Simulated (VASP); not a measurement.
# LiF (Fm-3m) in VASP: notebook, part 2 of 2

VASP 6.6.1. Earlier steps stand in the parts before.

### Step 4. G0W0 quasiparticle levels, PBE

Input file POSCAR:

```
LiF
1.0
    0.0000000000      1.9948717404      1.9948717404
    1.9948717404      0.0000000000      1.9948717404
    1.9948717404      1.9948717404      0.0000000000
Li F
1 1
Direct
    0.0000000000      0.0000000000      0.0000000000
    0.5000000000      0.5000000000      0.5000000000
```

Input file INCAR.step1:

```
SYSTEM = LiF
PREC = Accurate
ENCUT = 500
EDIFF = 1E-8
ISMEAR = 0
SIGMA = 0.01
LREAL = .FALSE.
LASPH = .TRUE.
NELM = 60
ALGO = Normal
LWAVE = .TRUE.
LCHARG = .FALSE.
GGA = PE
```

Input file INCAR.step2:

```
SYSTEM = LiF
PREC = Accurate
ENCUT = 500
EDIFF = 1E-8
ISMEAR = 0
SIGMA = 0.01
LREAL = .FALSE.
LASPH = .TRUE.
NELM = 1
ALGO = Exact
LWAVE = .TRUE.
LCHARG = .FALSE.
GGA = PE
NBANDS = 63
LOPTICS = .TRUE.
ISTART = 1
```

Input file INCAR.step3:

```
SYSTEM = LiF
PREC = Accurate
ENCUT = 500
EDIFF = 1E-8
ISMEAR = 0
SIGMA = 0.01
LREAL = .FALSE.
LASPH = .TRUE.
ALGO = EVGW0
LWAVE = .FALSE.
LCHARG = .FALSE.
GGA = PE
NELMGW = 1
NBANDS = 63
ENCUTGW = 140.0
NOMEGA = 96
PRECFOCK = Fast
ISTART = 1
NBANDSGW = 12
OMEGAMAX = 20
```

Input file KPOINTS:

```
regular mesh
0
G
  6 6 6
  0 0 0
```

Potentials or basis: VASP PAW PBE potentials, release 64 (Li_GW, F_GW).

Started as:

```bash
cat potpaw_PBE.64/Li_GW/POTCAR potpaw_PBE.64/F_GW/POTCAR > POTCAR
cp INCAR.step1 INCAR
mpirun -np 1 vasp_std > vasp.out
cp INCAR.step2 INCAR
mpirun -np 1 vasp_std > vasp.out
cp INCAR.step3 INCAR
mpirun -np 1 vasp_std > vasp.out
```

OUTCAR:

```text
SYSTEM = LiF
   PREC = Accurate
   ENCUT = 500
   EDIFF = 1E-8
   ISMEAR = 0
   LREAL = .FALSE.
   LASPH = .TRUE.
   GGA = PE
   NELMGW = 1
   ENCUTGW = 140.0
   PRECFOCK = Fast
   ISTART = 1

 ion  position               nearest neighbor table
   1  0.000  0.000  0.000-   2 1.99   2 1.99   2 1.99   2 1.99   2 1.99   2 1.99
   2  0.500  0.500  0.500-   1 1.99   1 1.99   1 1.99   1 1.99   1 1.99   1 1.99

  LATTYP: Found a face centered cubic cell.
 ALAT       =     3.9897434808

  Lattice vectors:

 A1 = (   0.0000000000,   1.9948717404,   1.9948717404)
 A2 = (   1.9948717404,   0.0000000000,   1.9948717404)
 A3 = (   1.9948717404,   1.9948717404,   0.0000000000)

Analysis of symmetry for initial positions (statically):
=====================================================================
 Subroutine PRICEL returns:
 Original cell was already a primitive cell.
[... 157 lines left out ...]
   NELMHF              =     1    number of iterations in the inner HF iteration
   NKREDLFX            =     1    NKREDLFY  =   1   NKREDLFZ  =   1
 non-spin polarized calculation
 Gauss-broadening in eV      SIGMA  =   0.01
  energy-cutoff  :      500.00
  volume of cell :       15.88
 maximum number of plane-waves:       419
 NGX is ok and might be reduce to    24
  NGX = 12; NGY = 12; NGZ = 12
   NGX = 11   NGY = 11   NGZ = 11
 maximum number of plane-waves:        70

 QP shifts <psi_nk| G(iteration)W_0 |psi_nk>: iteration 1
 for sc-GW calculations column KS-energies equals QP-energies in previous step
 and V_xc(KS)=  KS-energies - (<T + V_ion + V_H > + <T+V_H+V_ion>^1  + <V_x>^1)

 k-point   1 :       0.0000    0.0000    0.0000
  band No.  KS-energies  QP-energies   sigma(KS)   V_xc(KS)     V^pw_x(r,r')   Z            occupation Imag(sigma)

      1     -23.2013     -27.2386     -27.6282     -22.2940     -36.5050       0.7569       2.0000       0.9720
      2      -3.0932      -5.7058     -26.1216     -22.9322     -30.7126       0.8191       2.0000       0.0429
      3      -3.0932      -5.7058     -26.1216     -22.9322     -30.7126       0.8191       2.0000       0.0429
      4      -3.0932      -5.7058     -26.1216     -22.9322     -30.7126       0.8191       2.0000       0.0429
      5       6.2174       7.9109      -8.6046     -10.5129      -5.5192       0.8875       0.0000      -0.0449
      6      21.2304      23.7946      -5.5217      -8.5003      -1.5829       0.8609       0.0000      -0.0955
      7      21.2304      23.7946      -5.5217      -8.5003      -1.5829       0.8609       0.0000      -0.0955
      8      21.2304      23.7946      -5.5217      -8.5003      -1.5829       0.8609       0.0000      -0.0955
      9      21.5198      23.2637      -6.4777      -8.4852      -2.6606       0.8687       0.0000      -0.1118
     10      21.5198      23.2637      -6.4777      -8.4852      -2.6606       0.8687       0.0000      -0.1118
     11      21.5198      23.2637      -6.4777      -8.4852      -2.6606       0.8687       0.0000      -0.1118
     12      24.7228      25.5923      -5.6486      -6.7085      -1.0960       0.8204       0.0000      -0.4707
[... 228 lines left out ...]
      1     -22.4322     -26.3594     -28.6580     -23.2947     -37.3995       0.7322       2.0000       0.8040
      2      -5.7678      -8.8395     -22.7021     -18.8958     -27.0733       0.8070       2.0000       0.0473
      3      -4.7267      -7.6488     -23.9910     -20.3926     -28.4477       0.8121       2.0000       0.0451
      4      -3.9802      -6.7905     -25.1045     -21.6534     -29.6570       0.8143       2.0000       0.0439
      5      12.0462      14.5833     -10.6458     -13.5856      -7.4980       0.8630       0.0000      -0.0435
      6      12.5445      14.6594      -8.5701     -10.9915      -5.3104       0.8734       0.0000      -0.0419
      7      14.6235      16.7758      -6.5398      -8.9962      -2.9643       0.8762       0.0000      -0.0449
      8      16.7242      19.0959      -7.6828     -10.4344      -4.0507       0.8619       0.0000      -0.0512
      9      21.2145      23.2968      -6.5344      -8.9848      -2.5417       0.8498       0.0000      -0.1111
     10      29.0295      30.9833      -6.1021      -8.3345      -1.7597       0.8752       0.0000      -0.5144
     11      31.4394      34.4582      -8.2682     -11.4259      -3.8136       0.9560       0.0000      -0.9646
     12      35.5877      38.7044      -8.4654     -11.9130      -3.9142       0.9040       0.0000      -1.0231
```

OUTCAR.step1:

```text
SYSTEM = LiF
   PREC = Accurate
   ENCUT = 500
   EDIFF = 1E-8
   ISMEAR = 0
   LREAL = .FALSE.
   LASPH = .TRUE.
[... 386 lines left out ...]
      0.00000      0.00000      0.00000        -0.000000     -0.000000      0.000000
      1.99487      1.99487      1.99487         0.000000      0.000000      0.000000
 -----------------------------------------------------------------------------------
    total drift:                               -0.000000     -0.000000      0.000000

  FREE ENERGIE OF THE ION-ELECTRON SYSTEM (eV)
  ---------------------------------------------------
  free  energy   TOTEN  =        -9.6032710326 eV

  energy  without entropy=       -9.6032710326  energy(sigma->0) =       -9.60327103
```

Wall time 1.7 min (1 thread of AMD EPYC 9R45 (Zen 5), shared host); peak memory 0.25 GiB.

Results:

```yaml
Quasiparticle_gap: 13.62 eV
Least_direct_quasiparticle_gap: 13.62 eV
Band_gap_of_the_starting_levels_on_the_mesh: 9.31 eV
Least_direct_gap_of_the_starting_levels_on_the_mesh: 9.31 eV
```

Caveat: the k points lie up to 0.45 Å⁻¹ apart; bands, screening cutoff and mesh are small and nothing is extrapolated, so the quasiparticle values aren't converged.
